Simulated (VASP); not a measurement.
# As (Fd-3m) in VASP: notebook

As is run at these levels: r2SCAN; tasks: single point.

All numbers are computed with VASP 6.6.1; they aren't measurements. Logs are shortened: lines on timing, memory, paths and dates and some standing lists are left out, and cuts for length are marked.

### Step 1. The cell of the first run

Symmetry: Fd-3m, No. 227, cubic system. Conventional cell: a = 5.945 Å, b = 5.945 Å, c = 5.945 Å, α = 90.00°, β = 90.00°, γ = 90.00°. Within 3.4 Å of As (site symmetry -43m) lie 4 As at 2.57 Å.

### Step 2. Single point, r2SCAN

File POSCAR:

```
As
1.0
    0.0000000000      2.9723814636      2.9723814636
    2.9723814636      0.0000000000      2.9723814636
    2.9723814636      2.9723814636      0.0000000000
As
2
Direct
    0.0000000000      0.0000000000      0.0000000000
    0.2500000000      0.2500000000      0.2500000000
```

File INCAR.step1:

```
ALGO = Normal
EDIFF = 1E-4
ENCUT = 520
GGA = PE
ISMEAR = -1
LASPH = T
LCHARG = F
LREAL = F
LWAVE = T
NBANDS = 12
NELM = 100
PREC = Accurate
SIGMA = 0.1
```

File INCAR.step2:

```
ALGO = Normal
EDIFF = 1E-6
ENCUT = 520
ISIF = 2
ISMEAR = -1
ISTART = 1
LASPH = T
LCHARG = F
LMIXTAU = T
LREAL = F
LWAVE = F
METAGGA = R2SCAN
NBANDS = 12
NELM = 100
PREC = Accurate
SIGMA = 0.1
```

File KPOINTS:

```
k-points
0
Gamma
  10 10 10
```

Potentials or basis: VASP PAW PBE potentials, release 64 (As).

Run with:

```sh
$ cat potpaw_PBE.64/As/POTCAR > POTCAR
$ cp INCAR.step1 INCAR
$ mpirun -np 1 vasp_std > vasp.out
$ cp INCAR.step2 INCAR
$ mpirun -np 1 vasp_std > vasp.out
```

OUTCAR:

```text
EDIFF = 1E-6
   ENCUT = 520
   ISIF = 2
   ISMEAR = -1
   ISTART = 1
   LASPH = T
   LREAL = F
   METAGGA = R2SCAN
   NELM = 100
   PREC = Accurate

 ion  position               nearest neighbor table
   1  0.000  0.000  0.000-   2 2.57   2 2.57   2 2.57   2 2.57
   2  0.250  0.250  0.250-   1 2.57   1 2.57   1 2.57   1 2.57

  LATTYP: Found a face centered cubic cell.
 ALAT       =     5.9447629272

  Lattice vectors:

 A1 = (   0.0000000000,   2.9723814636,   2.9723814636)
 A2 = (   2.9723814636,   0.0000000000,   2.9723814636)
 A3 = (   2.9723814636,   2.9723814636,   0.0000000000)

Analysis of symmetry for initial positions (statically):
=====================================================================
 Subroutine PRICEL returns:
 Original cell was already a primitive cell.

 Routine SETGRP: Setting up the symmetry group for a
 face centered cubic supercell.

 Subroutine GETGRP returns: Found 48 space group operations
 (whereof 24 operations were pure point group operations)
 out of a pool of 48 trial point group operations.

The static configuration has the point symmetry T_d .
 The point group associated with its full space group is O_h .

Analysis of symmetry for dynamics (positions and initial velocities):
=====================================================================
 Subroutine PRICEL returns:
 Original cell was already a primitive cell.

 Routine SETGRP: Setting up the symmetry group for a
 face centered cubic supercell.

 Subroutine GETGRP returns: Found 48 space group operations
 (whereof 24 operations were pure point group operations)
 out of a pool of 48 trial point group operations.

The dynamic configuration has the point symmetry T_d .
 The point group associated with its full space group is O_h .

 Subroutine INISYM returns: Found 48 space group operations
 (whereof 24 operations are pure point group operations),
 and found     1 'primitive' translations

----------------------------------------------------------------------------------------

                                     Primitive cell

  volume of cell :      52.5223

  direct lattice vectors                    reciprocal lattice vectors
     0.000000000  2.972381464  2.972381464    -0.168215287  0.168215287  0.168215287
     2.972381464  0.000000000  2.972381464     0.168215287 -0.168215287  0.168215287
     2.972381464  2.972381464  0.000000000     0.168215287  0.168215287 -0.168215287

  length of vectors
     4.203582178  4.203582178  4.203582178     0.291357423  0.291357423  0.291357423

  position of ions in fractional coordinates (direct lattice)
     0.000000000  0.000000000  0.000000000
     0.250000000  0.250000000  0.250000000

  ion indices of the primitive-cell ions
   primitive index   ion index
                 1           1
                 2           2

----------------------------------------------------------------------------------------

 KPOINTS: k-points

Automatic generation of k-mesh.
 Grid dimensions read from file:
 generate k-points for:   10   10   10

 Generating k-lattice:

  Cartesian coordinates                     Fractional coordinates (reciprocal lattice)
    -0.016821529  0.016821529  0.016821529     0.100000000  0.000000000  0.000000000
     0.016821529 -0.016821529  0.016821529     0.000000000  0.100000000  0.000000000
     0.016821529  0.016821529 -0.016821529     0.000000000  0.000000000  0.100000000

  Length of vectors
     0.029135742  0.029135742  0.029135742

  Shift w.r.t. Gamma in fractional coordinates (k-lattice)
     0.000000000  0.000000000  0.000000000

 Subroutine IBZKPT returns following result:
 ===========================================

 Found     47 irreducible k-points:

 Following reciprocal coordinates:
            Coordinates               Weight
  0.000000  0.000000  0.000000      1.000000
  0.100000  0.000000  0.000000      8.000000
  0.200000  0.000000  0.000000      8.000000
  0.300000  0.000000  0.000000      8.000000
  0.400000  0.000000  0.000000      8.000000
  0.500000  0.000000  0.000000      4.000000
[... 16 lines left out ...]
  0.300000  0.300000  0.000000      6.000000
  0.400000  0.300000  0.000000     24.000000
 [... further k-points ...]
   k-points           NKPTS =     47   k-points in BZ     NKDIM =     47   number of bands    NBANDS=     12
   number of dos      NEDOS =    301   number of ions     NIONS =      2
   total plane-waves  NPLWV =  32768
   dimension x,y,z NGX =    32 NGY =   32 NGZ =   32
   dimension x,y,z NGXF=    64 NGYF=   64 NGZF=   64
   ions per type =               2
   NGX,Y,Z   is equivalent  to a cutoff of  12.66, 12.66, 12.66 a.u.
   NGXF,Y,Z  is equivalent  to a cutoff of  25.31, 25.31, 25.31 a.u.
 SYSTEM =  unknown system
   PREC   = accura    normal or accurate (medium, high low for compatibility)
   ISTART =      1    job   : 0-new  1-cont  2-samecut
   ICHARG =      0    charge: 1-file 2-atom 10-const
   ISPIN  =      1    spin polarized calculation?
   LNONCOLLINEAR =      F non collinear calculations
   LSORBIT =      F    spin-orbit coupling
   LASPH  =      T    aspherical Exc in radial PAW
   ENCUT  =  520.0 eV  38.22 Ry    6.18 a.u.   7.82  7.82  7.82*2*pi/ulx,y,z
   NELM   =    100;   NELMIN=  2; NELMDL=  0     # of ELM steps
   EDIFF  = 0.1E-05   stopping-criterion for ELM
   LREAL  =      F    real-space projection
   EDIFFG = 0.1E-04   stopping-criterion for IOM
   NSW    =      0    number of steps for IOM
   IBRION =     -1    ionic relax: 0-MD 1-quasi-New 2-CG
   NFREE  =      0    steps in history (QN), initial steepest desc. (CG)
   ISIF   =      2    stress and relaxation
   ISYM   =      2    0-nonsym 1-usesym 2-fastsym
   POTIM  = 0.5000    time-step for ionic-motion
   TEBEG  =    0.0;   TEEND  =   0.0 temperature during run
   PSTRESS=    0.0 pullay stress
   NELECT =      10.0000    total number of electrons
   NUPDOWN=      -1.0000    fix difference up-down
   EMIN   =  10.00;   EMAX   =-10.00  energy-range for DOS
   EFERMI =   0.00;   METHOD = LEGACY
   ISMEAR =    -1;   SIGMA  =   0.10  broadening in eV -4-tet -1-fermi 0-gaus
   EFERMI_NEDOS =   21; number of points for ismear=-14 and -15
   IALGO  =     38    algorithm
   IMIX   =      4    mixing-type and parameters
     AMIX     =   0.40;   BMIX     =  1.00
     AMIX_MAG =   1.60;   BMIX_MAG =  1.00
  volume/ion in A,a.u.               =      26.26       177.22
  Fermi-wavevector in a.u.,A,eV,Ry     =   0.941803  1.779751 12.068283  0.886994
  Thomas-Fermi vector in A             =   2.069350
   LORBIT       =      0    0 simple, 1 ext, 2 COOP (PROOUT), +10 PAW based schemes
   METAGGA = R2SCAN    functional components
   LHFCALC =     F    Hartree Fock is set to
   AEXX    =    0.0000 exact exchange contribution
   IVDW    =     0    specifies the selected vdW correction
   LEPSILON=     F    determine dielectric tensor
   LRPA    =     F    only Hartree local field effects (RPA)
 non-spin polarized calculation
  energy-cutoff  :      520.00
  volume of cell :       52.52
 maximum number of plane-waves:      1428
   NGX = 15   NGY = 15   NGZ = 15

 number of electron      10.0000002 magnetization

 Free energy of the ion-electron system (eV)
  ---------------------------------------------------
  ext. energy  EPLUGINS =         0.00000000
  ---------------------------------------------------
  free energy    TOTEN  =       -28.56887858 eV

  energy without entropy =      -28.52693452  energy(sigma->0) =      -28.54790655

 E-fermi :   3.5079     XC(G=0):  -9.3581

 val. band max:        3.5061657781   @ k =   0.5000   0.4000   0.1000
 cond. band min:       3.5118508863   @ k =   0.4000   0.3000   0.0000
 fundamental gap:      0.0056851081
 Fermi energy:         3.5078503689

 k-point     1 :       0.0000    0.0000    0.0000
  band No.  band energies     occupation
      1     -11.4338      2.00000
      2      -2.1104      2.00000
      3       1.0583      2.00000
      4       1.0583      2.00000
      5       1.0583      2.00000
      6       4.0921      0.00578
      7       4.0921      0.00578
      8       4.0921      0.00578
      9       8.9302      0.00000
     10      11.8503      0.00000
     11      11.8503      0.00000
     12      13.8759      0.00000

 k-point     2 :       0.1000    0.0000    0.0000
  band No.  band energies     occupation
      1     -11.3341      2.00000
      2      -2.6977      2.00000
      3       0.9068      2.00000
      4       0.9068      2.00000
      5       1.2235      2.00000
      6       4.3132      0.00064
      7       4.3132      0.00064
      8       4.3729      0.00035
      9       9.3924      0.00000
     10      11.4283      0.00000
     11      11.4283      0.00000
     12      13.4265      0.00000

 k-point     3 :       0.2000    0.0000    0.0000
  band No.  band energies     occupation
      1     -11.0443      2.00000
      2      -3.8990      2.00000
      3       0.5850      2.00000
      4       0.5850      2.00000
      5       1.2338      2.00000
      6       4.7874      0.00001
      7       4.7874      0.00001
      8       5.3329      0.00000
      9      10.3448      0.00000
     10      11.0300      0.00000
     11      11.0300      0.00000
     12      13.0034      0.00000
[... 286 lines left out ...]
 k-point    23 :       0.3000    0.3000    0.0000
  band No.  band energies     occupation
      1     -10.2552      2.00000
      2      -5.6547      2.00000
      3      -0.6752      2.00000
      4      -0.6752      2.00000
      5       2.8363      1.99758
      6       3.3274      1.71744
      7       7.2979      0.00000
      8       7.2979      0.00000
      9       9.2768      0.00000
     10      12.6782      0.00000
     11      13.3347      0.00000
     12      16.4606      0.00000

 k-point    24 :       0.4000    0.3000    0.0000
  band No.  band energies     occupation
      1      -9.8012      2.00000
      2      -6.4227      2.00000
      3      -1.0978      2.00000
      4      -0.8588      2.00000
      5       2.9396      1.99321
      6       3.5119      0.98000
      7       7.5744      0.00000
      8       7.7971      0.00000
      9      10.1904      0.00000
     10      12.8018      0.00000
     11      13.8791      0.00000
     12      15.7055      0.00000

 [... further k-points ...]
[... 5 lines left out ...]
  --------------------------------------------------------------------------------------
  -------------------------------------------------------------------------------------
  Total        1.0655702      1.0655702      1.0655702      0.0000000      0.0000000      0.0000000
  in kB       32.5049149     32.5049149     32.5049149      0.0000000      0.0000000      0.0000000
  external PRESSURE =      32.5049149 kB  Pullay stress =       0.0000000 kB

 VOLUME and BASIS-vectors are now :
 -----------------------------------------------------------------------------
  energy-cutoff  :      520.00
  volume of cell :       52.52
      direct lattice vectors                 reciprocal lattice vectors
     0.000000000  2.972381464  2.972381464    -0.168215287  0.168215287  0.168215287
     2.972381464  0.000000000  2.972381464     0.168215287 -0.168215287  0.168215287
     2.972381464  2.972381464  0.000000000     0.168215287  0.168215287 -0.168215287

 POSITION                                       TOTAL-FORCE (eV/Angst)
 -----------------------------------------------------------------------------------
      0.00000      0.00000      0.00000         0.000000      0.000000      0.000000
      1.48619      1.48619      1.48619        -0.000000     -0.000000     -0.000000
 -----------------------------------------------------------------------------------
    total drift:                               -0.000000      0.000000      0.000000

  FREE ENERGIE OF THE ION-ELECTRON SYSTEM (eV)
  ---------------------------------------------------
  free  energy   TOTEN  =       -28.5688785771 eV

  energy  without entropy=      -28.5269345180  energy(sigma->0) =      -28.54790655
```

Run time: 52 s. Hardware: 1 thread of AMD EPYC 9R45 (Zen 5), shared host; peak memory 0.16 GiB.

Results:

```yaml
Free_energy: -28.5689 eV
Pressure: 3.3 GPa
Band_gap_on_the_k_mesh: zero (band 5 reaches 4.50 eV, above the bottom of band 6 at 2.81 eV)
```

Caveat: the PAW data sets were made with another functional, which shifts forces and pressure a little.

### Step 3. Single point, r2SCAN

POSCAR is that of step 2.

File INCAR.step1:

```
SYSTEM = As
  PREC = Accurate
  ENCUT = 520
  ISMEAR = -1
  SIGMA = 0.1
  LREAL = .FALSE.
  LASPH = .TRUE.
  NELM = 100
  NBANDS = 12
  GGA = PE
  ALGO = Normal
  EDIFF = 1E-4
  LWAVE = .TRUE.
  LCHARG = .FALSE.
```

File INCAR.step2:

```
SYSTEM = As
  PREC = Accurate
  ENCUT = 520
  EDIFF = 1E-6
  ISMEAR = -1
  SIGMA = 0.1
  LREAL = .FALSE.
  LASPH = .TRUE.
  NELM = 100
  ALGO = Normal
  ISIF = 2
  LWAVE = .FALSE.
  LCHARG = .TRUE.
  METAGGA = R2SCAN
  LMIXTAU = .TRUE.
  LELF = .TRUE.
  LVHAR = .TRUE.
  NBANDS = 12
  ISTART = 1
```

File KPOINTS:

```
regular mesh
0
G
  10 10 10
  0 0 0
```

Potentials or basis: VASP PAW PBE potentials, release 64 (As).

Run with:

```sh
$ cat potpaw_PBE.64/As/POTCAR > POTCAR
$ cp INCAR.step1 INCAR
$ mpirun -np 1 vasp_std > vasp.out
$ cp INCAR.step2 INCAR
$ mpirun -np 1 vasp_std > vasp.out
```

It took 53 s on 1 thread of AMD EPYC 9R45 (Zen 5), shared host; peak memory 0.16 GiB.

It converged, with:

| Quantity | Value |
| --- | --- |
| Free energy | -28.5689 eV |
| Pressure | 3.3 GPa |
| Band gap on the k mesh | zero (band 5 reaches 4.50 eV, above the bottom of band 6 at 2.81 eV) |

Levels at points of the mesh, in eV from the Fermi level:
| k point | band 3 | band 4 | band 5 | band 6 | band 7 | band 8 |
| --- | --- | --- | --- | --- | --- | --- |
| (0.00, 0.00, 0.00) | -2.45 | -2.45 | -2.45 | 0.58 | 0.58 | 0.58 |
| (0.50, 0.00, 0.00) | -3.51 | -3.51 | -2.75 | 1.96 | 1.96 | 5.54 |
| (0.50, 0.50, 0.00) | -4.72 | -4.72 | -0.70 | -0.70 | 5.73 | 5.73 |

Caveat: the PAW data sets were made with another functional, which shifts forces and pressure a little.
